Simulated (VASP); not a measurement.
# NaCl (Fm-3m) in VASP: notebook

The runs below take NaCl through single point, with r2SCAN, PBE, PBE0.

Program: VASP 6.6.1. These are calculated values, not measurements. Logs are shortened: lines on timing, memory, paths and dates and some standing lists are left out, and cuts for length are marked.

## Step 1: The cell of the first run

The structure is cubic, space group Fm-3m (No. 225). The conventional cell has a = 5.605 Å, b = 5.605 Å, c = 5.605 Å, α = 90.00°, β = 90.00°, γ = 90.00°. Within 3.7 Å of Na (site symmetry m-3m) lie 6 Cl at 2.80 Å. Within 3.7 Å of Cl (site symmetry m-3m) lie 6 Na at 2.80 Å.

## Step 2: Single point, r2SCAN

File POSCAR:

```
NaCl
1.0
    0.0000000000      2.8027319522      2.8027319522
    2.8027319522      0.0000000000      2.8027319522
    2.8027319522      2.8027319522      0.0000000000
Na Cl
1 1
Direct
    0.0000000000      0.0000000000      0.0000000000
    0.5000000000      0.5000000000      0.5000000000
```

File INCAR.step1:

```
PREC = Accurate
ENCUT = 520
ISMEAR = 0
SIGMA = 0.01
LREAL = False
LASPH = True
NELM = 80
NBANDS = 14
GGA = PE
ALGO = Normal
EDIFF = 1E-4
LWAVE = True
LCHARG = False
```

File INCAR.step2:

```
PREC = Accurate
ENCUT = 520
EDIFF = 1E-7
ISMEAR = 0
SIGMA = 0.01
LREAL = False
LASPH = True
NELM = 80
ALGO = Normal
ISIF = 2
LWAVE = False
LCHARG = False
METAGGA = R2SCAN
LMIXTAU = True
NBANDS = 14
ISTART = 1
```

File KPOINTS:

```
regular mesh
0
Gamma
  6 6 6
```

Potentials or basis: VASP PAW PBE potentials, release 64 (Na_pv, Cl).

Started as:

```console
cat potpaw_PBE.64/Na_pv/POTCAR potpaw_PBE.64/Cl/POTCAR > POTCAR
cp INCAR.step1 INCAR
mpirun -np 1 vasp_std > vasp.out
cp INCAR.step2 INCAR
mpirun -np 1 vasp_std > vasp.out
```

OUTCAR:

```text
PREC = Accurate
   ENCUT = 520
   EDIFF = 1E-7
   ISMEAR = 0
   LREAL = False
   LASPH = True
   NELM = 80
   ISIF = 2
   METAGGA = R2SCAN
   ISTART = 1

 ion  position               nearest neighbor table
   1  0.000  0.000  0.000-
   2  0.500  0.500  0.500-

  LATTYP: Found a face centered cubic cell.
 ALAT       =     5.6054639044

  Lattice vectors:

 A1 = (   0.0000000000,   2.8027319522,   2.8027319522)
 A2 = (   2.8027319522,   0.0000000000,   2.8027319522)
 A3 = (   2.8027319522,   2.8027319522,   0.0000000000)

Analysis of symmetry for initial positions (statically):
=====================================================================
 Subroutine PRICEL returns:
 Original cell was already a primitive cell.

 Routine SETGRP: Setting up the symmetry group for a
 face centered cubic supercell.

 Subroutine GETGRP returns: Found 48 space group operations
 (whereof 48 operations were pure point group operations)
 out of a pool of 48 trial point group operations.

The static configuration has the point symmetry O_h .

Analysis of symmetry for dynamics (positions and initial velocities):
=====================================================================
 Subroutine PRICEL returns:
 Original cell was already a primitive cell.

 Routine SETGRP: Setting up the symmetry group for a
 face centered cubic supercell.

 Subroutine GETGRP returns: Found 48 space group operations
 (whereof 48 operations were pure point group operations)
 out of a pool of 48 trial point group operations.

The dynamic configuration has the point symmetry O_h .

 Subroutine INISYM returns: Found 48 space group operations
 (whereof 48 operations are pure point group operations),
 and found     1 'primitive' translations

----------------------------------------------------------------------------------------

                                     Primitive cell

  volume of cell :      44.0326

  direct lattice vectors                    reciprocal lattice vectors
     0.000000000  2.802731952  2.802731952    -0.178397367  0.178397367  0.178397367
     2.802731952  0.000000000  2.802731952     0.178397367 -0.178397367  0.178397367
     2.802731952  2.802731952  0.000000000     0.178397367  0.178397367 -0.178397367

  length of vectors
     3.963661538  3.963661538  3.963661538     0.308993303  0.308993303  0.308993303

  position of ions in fractional coordinates (direct lattice)
     0.000000000  0.000000000  0.000000000
     0.500000000  0.500000000  0.500000000

  ion indices of the primitive-cell ions
   primitive index   ion index
                 1           1
                 2           2

----------------------------------------------------------------------------------------

 KPOINTS: regular mesh

Automatic generation of k-mesh.
 Grid dimensions read from file:
 generate k-points for:    6    6    6

 Generating k-lattice:

  Cartesian coordinates                     Fractional coordinates (reciprocal lattice)
    -0.029732894  0.029732894  0.029732894     0.166666667  0.000000000  0.000000000
     0.029732894 -0.029732894  0.029732894     0.000000000  0.166666667  0.000000000
     0.029732894  0.029732894 -0.029732894     0.000000000  0.000000000  0.166666667

  Length of vectors
     0.051498884  0.051498884  0.051498884

  Shift w.r.t. Gamma in fractional coordinates (k-lattice)
     0.000000000  0.000000000  0.000000000

 Subroutine IBZKPT returns following result:
 ===========================================

 Found     16 irreducible k-points:

 Following reciprocal coordinates:
            Coordinates               Weight
  0.000000  0.000000  0.000000      1.000000
  0.166667  0.000000  0.000000      8.000000
  0.333333  0.000000  0.000000      8.000000
  0.500000  0.000000  0.000000      4.000000
  0.166667  0.166667  0.000000      6.000000
  0.333333  0.166667  0.000000     24.000000
[... 8 lines left out ...]
 -0.333333  0.333333  0.166667     24.000000
 -0.333333  0.500000  0.166667     12.000000
   k-points           NKPTS =     16   k-points in BZ     NKDIM =     16   number of bands    NBANDS=     14
   number of dos      NEDOS =    301   number of ions     NIONS =      2
   total plane-waves  NPLWV =  27000
   dimension x,y,z NGX =    30 NGY =   30 NGZ =   30
   dimension x,y,z NGXF=    60 NGYF=   60 NGZF=   60
   ions per type =               1   1
   NGX,Y,Z   is equivalent  to a cutoff of  12.58, 12.58, 12.58 a.u.
   NGXF,Y,Z  is equivalent  to a cutoff of  25.17, 25.17, 25.17 a.u.
 SYSTEM =  unknown system
   PREC   = accura    normal or accurate (medium, high low for compatibility)
   ISTART =      1    job   : 0-new  1-cont  2-samecut
   ICHARG =      0    charge: 1-file 2-atom 10-const
   ISPIN  =      1    spin polarized calculation?
   LNONCOLLINEAR =      F non collinear calculations
   LSORBIT =      F    spin-orbit coupling
   LASPH  =      T    aspherical Exc in radial PAW
   ENCUT  =  520.0 eV  38.22 Ry    6.18 a.u.   7.37  7.37  7.37*2*pi/ulx,y,z
   NELM   =     80;   NELMIN=  2; NELMDL=  0     # of ELM steps
   EDIFF  = 0.1E-06   stopping-criterion for ELM
   LREAL  =      F    real-space projection
   EDIFFG = 0.1E-05   stopping-criterion for IOM
   NSW    =      0    number of steps for IOM
   IBRION =     -1    ionic relax: 0-MD 1-quasi-New 2-CG
   NFREE  =      0    steps in history (QN), initial steepest desc. (CG)
   ISIF   =      2    stress and relaxation
   ISYM   =      2    0-nonsym 1-usesym 2-fastsym
   POTIM  = 0.5000    time-step for ionic-motion
   TEBEG  =    0.0;   TEEND  =   0.0 temperature during run
   PSTRESS=    0.0 pullay stress
   NELECT =      14.0000    total number of electrons
   NUPDOWN=      -1.0000    fix difference up-down
   EMIN   =  10.00;   EMAX   =-10.00  energy-range for DOS
   EFERMI =   0.00;   METHOD = LEGACY
   ISMEAR =     0;   SIGMA  =   0.01  broadening in eV -4-tet -1-fermi 0-gaus
   EFERMI_NEDOS =   21; number of points for ismear=-14 and -15
   IALGO  =     38    algorithm
   IMIX   =      4    mixing-type and parameters
     AMIX     =   0.40;   BMIX     =  1.00
     AMIX_MAG =   1.60;   BMIX_MAG =  1.00
  volume/ion in A,a.u.               =      22.02       148.57
  Fermi-wavevector in a.u.,A,eV,Ry     =   1.117359  2.111502 16.986744  1.248490
  Thomas-Fermi vector in A             =   2.253981
   LORBIT       =      0    0 simple, 1 ext, 2 COOP (PROOUT), +10 PAW based schemes
   METAGGA = R2SCAN    functional components
   LHFCALC =     F    Hartree Fock is set to
   AEXX    =    0.0000 exact exchange contribution
   IVDW    =     0    specifies the selected vdW correction
   LEPSILON=     F    determine dielectric tensor
   LRPA    =     F    only Hartree local field effects (RPA)
 non-spin polarized calculation
 Gauss-broadening in eV      SIGMA  =   0.01
  energy-cutoff  :      520.00
  volume of cell :       44.03
 maximum number of plane-waves:      1243
 NGX is ok and might be reduce to    30
   NGX = 15   NGY = 15   NGZ = 15

 number of electron      14.0000003 magnetization

 Free energy of the ion-electron system (eV)
  ---------------------------------------------------
  ext. energy  EPLUGINS =         0.00000000
  ---------------------------------------------------
  free energy    TOTEN  =       -13.79007395 eV

  energy without entropy =      -13.79007395  energy(sigma->0) =      -13.79007395

 E-fermi :  -0.9527     XC(G=0):  -8.7307

 val. band max:       -1.0573924788   @ k =   0.0000   0.0000   0.0000
 cond. band min:       4.9407652032   @ k =   0.0000   0.0000   0.0000
 fundamental gap:      5.9981576820
 Fermi energy:        -0.9526916110

 k-point     1 :       0.0000    0.0000    0.0000
  band No.  band energies     occupation
      1     -22.5427      2.00000
      2     -22.5424      2.00000
      3     -22.5424      2.00000
      4     -14.3222      2.00000
      5      -1.0574      2.00000
      6      -1.0574      2.00000
      7      -1.0574      2.00000
      8       4.9408      0.00000
      9      10.7203      0.00000
     10      10.7203      0.00000
     11      10.7203      0.00000
     12      12.9929      0.00000
     13      12.9929      0.00000
     14      14.6262      0.00000

 k-point     2 :       0.1667    0.0000    0.0000
  band No.  band energies     occupation
      1     -22.5503      2.00000
      2     -22.5432      2.00000
      3     -22.5429      2.00000
      4     -14.2360      2.00000
      5      -1.6606      2.00000
      6      -1.1330      2.00000
      7      -1.1330      2.00000
      8       5.7548      0.00000
      9       9.9459      0.00000
     10      11.0454      0.00000
     11      11.0455      0.00000
     12      12.7314      0.00000
     13      12.7315      0.00000
     14      16.0008      0.00000

 k-point     3 :       0.3333    0.0000    0.0000
  band No.  band energies     occupation
      1     -22.5658      2.00000
      2     -22.5442      2.00000
      3     -22.5439      2.00000
      4     -14.0560      2.00000
      5      -2.6226      2.00000
      6      -1.2773      2.00000
      7      -1.2773      2.00000
      8       6.7910      0.00000
      9       9.9248      0.00000
     10      10.9639      0.00000
     11      10.9643      0.00000
     12      13.8511      0.00000
     13      13.8512      0.00000
     14      15.3941      0.00000
[... 188 lines left out ...]
 k-point    15 :      -0.3333    0.3333    0.1667
  band No.  band energies     occupation
      1     -22.5632      2.00000
      2     -22.5538      2.00000
      3     -22.5487      2.00000
      4     -13.9107      2.00000
      5      -2.5761      2.00000
      6      -2.0845      2.00000
      7      -1.6170      2.00000
      8       8.6004      0.00000
      9       9.0934      0.00000
     10       9.7055      0.00000
     11      11.7872      0.00000
     12      14.1207      0.00000
     13      15.7277      0.00000
     14      16.5744      0.00000

 k-point    16 :      -0.3333    0.5000    0.1667
  band No.  band energies     occupation
      1     -22.5598      2.00000
      2     -22.5538      2.00000
      3     -22.5526      2.00000
      4     -13.8979      2.00000
      5      -2.5543      2.00000
      6      -2.0089      2.00000
      7      -1.7979      2.00000
      8       8.3211      0.00000
      9       8.4496      0.00000
     10      10.3052      0.00000
     11      12.0502      0.00000
     12      15.3959      0.00000
     13      16.1682      0.00000
     14      16.3647      0.00000

------------------------ aborting loop because EDIFF is reached ----------------------------------------

  FORCE on cell =-STRESS in cart. coord.  units (eV):
  Direction    XX          YY          ZZ          XY          YZ          ZX
  --------------------------------------------------------------------------------------
  -------------------------------------------------------------------------------------
  Total       -0.0433447     -0.0433447     -0.0433447     -0.0000000      0.0000000      0.0000000
  in kB       -1.5771465     -1.5771465     -1.5771465     -0.0000000      0.0000000      0.0000000
  external PRESSURE =      -1.5771465 kB  Pullay stress =       0.0000000 kB

 VOLUME and BASIS-vectors are now :
 -----------------------------------------------------------------------------
  energy-cutoff  :      520.00
  volume of cell :       44.03
      direct lattice vectors                 reciprocal lattice vectors
     0.000000000  2.802731952  2.802731952    -0.178397367  0.178397367  0.178397367
     2.802731952  0.000000000  2.802731952     0.178397367 -0.178397367  0.178397367
     2.802731952  2.802731952  0.000000000     0.178397367  0.178397367 -0.178397367

 POSITION                                       TOTAL-FORCE (eV/Angst)
 -----------------------------------------------------------------------------------
      0.00000      0.00000      0.00000        -0.000000     -0.000000     -0.000000
      2.80273      2.80273      2.80273         0.000000      0.000000      0.000000
 -----------------------------------------------------------------------------------
    total drift:                               -0.000000      0.000000      0.000000

  FREE ENERGIE OF THE ION-ELECTRON SYSTEM (eV)
  ---------------------------------------------------
  free  energy   TOTEN  =       -13.7900739485 eV

  energy  without entropy=      -13.7900739485  energy(sigma->0) =      -13.79007395
```

It took 49 s on 1 thread of AMD EPYC 7R13 (Zen 3), shared host; peak memory 0.13 GiB.

What came out:

```yaml
Free_energy: -13.7901 eV
Pressure: -0.2 GPa
Band_gap_on_the_k_mesh: 6.00 eV, direct
```

Caveat: the PAW data sets were made with another functional, which shifts forces and pressure a little.

## Step 3: Single point, PBE

File INCAR:

```
  PREC = Accurate
  ENCUT = 520
  EDIFF = 1E-7
  ISMEAR = 0
  SIGMA = 0.01
  LREAL = False
  LASPH = True
  NELM = 60
  ALGO = Normal
  ISIF = 2
  LWAVE = False
  LCHARG = False
  GGA = PE
  NBANDS = 14
```

File KPOINTS:

```
regular mesh
0
Gamma
  8 8 8
```

POSCAR is that of step 2.

Potentials or basis: VASP PAW PBE potentials, release 64 (Na_pv, Cl).

Started as:

```console
cat potpaw_PBE.64/Na_pv/POTCAR potpaw_PBE.64/Cl/POTCAR > POTCAR
mpirun -np 1 vasp_std > vasp.out
```

OUTCAR:

```text
PREC = Accurate
   ENCUT = 520
   EDIFF = 1E-7
   ISMEAR = 0
   LREAL = False
   LASPH = True
   NELM = 60
   ISIF = 2
   GGA = PE

 ion  position               nearest neighbor table
   1  0.000  0.000  0.000-
   2  0.500  0.500  0.500-

  LATTYP: Found a face centered cubic cell.
 ALAT       =     5.6054639044

  Lattice vectors:

 A1 = (   0.0000000000,   2.8027319522,   2.8027319522)
 A2 = (   2.8027319522,   0.0000000000,   2.8027319522)
 A3 = (   2.8027319522,   2.8027319522,   0.0000000000)

Analysis of symmetry for initial positions (statically):
=====================================================================
 Subroutine PRICEL returns:
 Original cell was already a primitive cell.

 Routine SETGRP: Setting up the symmetry group for a
 face centered cubic supercell.

 Subroutine GETGRP returns: Found 48 space group operations
 (whereof 48 operations were pure point group operations)
 out of a pool of 48 trial point group operations.

The static configuration has the point symmetry O_h .

Analysis of symmetry for dynamics (positions and initial velocities):
=====================================================================
[... 167 lines left out ...]
  band No.  band energies     occupation
      1     -21.4069      2.00000
      2     -21.4069      2.00000
      3     -21.4069      2.00000
      4     -13.3248      2.00000
      5      -0.6240      2.00000
      6      -0.6240      2.00000
      7      -0.6240      2.00000
      8       4.5556      0.00000
      9      10.5153      0.00000
     10      10.5153      0.00000
     11      10.5154      0.00000
     12      12.7000      0.00000
     13      12.7000      0.00000
     14      14.3382      0.00000
[... 377 lines left out ...]
      1     -21.4324      2.00000
      2     -21.4157      2.00000
      3     -21.4116      2.00000
      4     -12.9357      2.00000
      5      -2.3222      2.00000
      6      -1.4100      2.00000
      7      -1.0492      2.00000
      8       7.7543      0.00000
      9       8.9977      0.00000
     10       9.7148      0.00000
     11      11.1773      0.00000
     12      13.8231      0.00000
     13      15.1105      0.00000
     14      16.1229      0.00000

 [... further k-points ...]
[... 5 lines left out ...]
  --------------------------------------------------------------------------------------
  -------------------------------------------------------------------------------------
  Total        0.3402866      0.3402866      0.3402866      0.0000000     -0.0000000      0.0000000
  in kB       12.3817115     12.3817115     12.3817115      0.0000000     -0.0000000      0.0000000
  external PRESSURE =      12.3817115 kB  Pullay stress =       0.0000000 kB

 VOLUME and BASIS-vectors are now :
 -----------------------------------------------------------------------------
  energy-cutoff  :      520.00
  volume of cell :       44.03
      direct lattice vectors                 reciprocal lattice vectors
     0.000000000  2.802731952  2.802731952    -0.178397367  0.178397367  0.178397367
     2.802731952  0.000000000  2.802731952     0.178397367 -0.178397367  0.178397367
     2.802731952  2.802731952  0.000000000     0.178397367  0.178397367 -0.178397367

 POSITION                                       TOTAL-FORCE (eV/Angst)
 -----------------------------------------------------------------------------------
      0.00000      0.00000      0.00000         0.000000      0.000000      0.000000
      2.80273      2.80273      2.80273         0.000000     -0.000000     -0.000000
 -----------------------------------------------------------------------------------
    total drift:                               -0.000000      0.000000      0.000000

  FREE ENERGIE OF THE ION-ELECTRON SYSTEM (eV)
  ---------------------------------------------------
  free  energy   TOTEN  =        -6.7694395922 eV

  energy  without entropy=       -6.7694395922  energy(sigma->0) =       -6.76943959
```

Wall time 17 s (1 thread of AMD EPYC 7R13 (Zen 3), shared host); peak memory 0.13 GiB.

What came out:

```yaml
Free_energy: -6.7694 eV
Pressure: 1.2 GPa
Band_gap_on_the_k_mesh: 5.18 eV, direct
```

## Step 4: Single point, PBE0

POSCAR is that of step 3.

File INCAR.step1:

```
PREC = Accurate
ENCUT = 520
EDIFF = 1E-5
ISMEAR = 0
SIGMA = 0.01
LREAL = F
LASPH = T
NELM = 80
ALGO = Normal
ISIF = 2
LWAVE = T
LCHARG = F
NBANDS = 14
GGA = PE
```

File INCAR.step2:

```
PREC = Accurate
ENCUT = 520
EDIFF = 1E-6
ISMEAR = 0
SIGMA = 0.01
LREAL = F
LASPH = T
NELM = 80
ALGO = Normal
ISIF = 2
LWAVE = F
LCHARG = F
GGA = PE
LHFCALC = T
AEXX = 0.25
PRECFOCK = Normal
NBANDS = 14
ISTART = 1
```

File KPOINTS:

```
Automatic mesh
0
Gamma
  6 6 6
```

Started as:

```console
cat potpaw_PBE.64/Na_pv/POTCAR potpaw_PBE.64/Cl/POTCAR > POTCAR
cp INCAR.step1 INCAR
mpirun -np 1 vasp_std > vasp.out
cp INCAR.step2 INCAR
mpirun -np 1 vasp_std > vasp.out
```

Wall time 17 min (1 thread of Intel Xeon 6975P-C, shared host); peak memory 0.19 GiB.

Results (log left out):

* Free energy: -8.3992 eV
* Pressure: 0.6 GPa
* Band gap on the k mesh: 7.28 eV, direct

Levels at points of the mesh, in eV from the valence-band top:
| k point | band 3 | band 4 | band 5 | band 6 | band 7 | band 8 | band 9 | band 10 | band 11 | band 12 |
| --- | --- | --- | --- | --- | --- | --- | --- | --- | --- | --- |
| (0.00, 0.00, 0.00) | -22.86 | -13.93 | 0.00 | 0.00 | 0.00 | 7.28 | 13.41 | 13.41 | 13.41 | 15.78 |
| (0.50, 0.00, 0.00) | -22.86 | -13.54 | -2.13 | -0.30 | -0.30 | 9.40 | 13.17 | 13.32 | 13.32 | 17.45 |
| (0.50, 0.50, 0.00) | -22.87 | -13.49 | -1.86 | -0.67 | -0.67 | 9.81 | 10.14 | 13.79 | 17.42 | 17.42 |

Caveat: the PAW data sets were made with another functional, which shifts forces and pressure a little.

## Step 5: Overview

```csv
level,k mesh,grid for exact exchange (PRECFOCK),gap on the mesh (eV),pressure (GPa)
r2SCAN,6 × 6 × 6,-,6.00,-0.2
PBE,8 × 8 × 8,-,5.18,1.2
PBE0,6 × 6 × 6,Normal,7.28,0.6
```

Alike in all rows: task single point; potentials or basis VASP PAW PBE potentials, release 64 (Na_pv, Cl); no spin polarisation; cell as given; cutoff (eV) 520; smearing gaussian 0.01 eV.

On the cell as given the gap runs from 5.18 eV (PBE) to 7.28 eV (PBE0); the meshes differ, which moves gaps too. The pressure there spans -0.2 GPa (r2SCAN) to 1.2 GPa (PBE); a positive pressure means that this level wants a larger cell, a negative one a smaller.

Caveats: the PAW data sets were made with another functional, which shifts forces and pressure a little (some runs).

Total energies depend on the potentials used, so only differences within one code and one set of settings carry meaning.
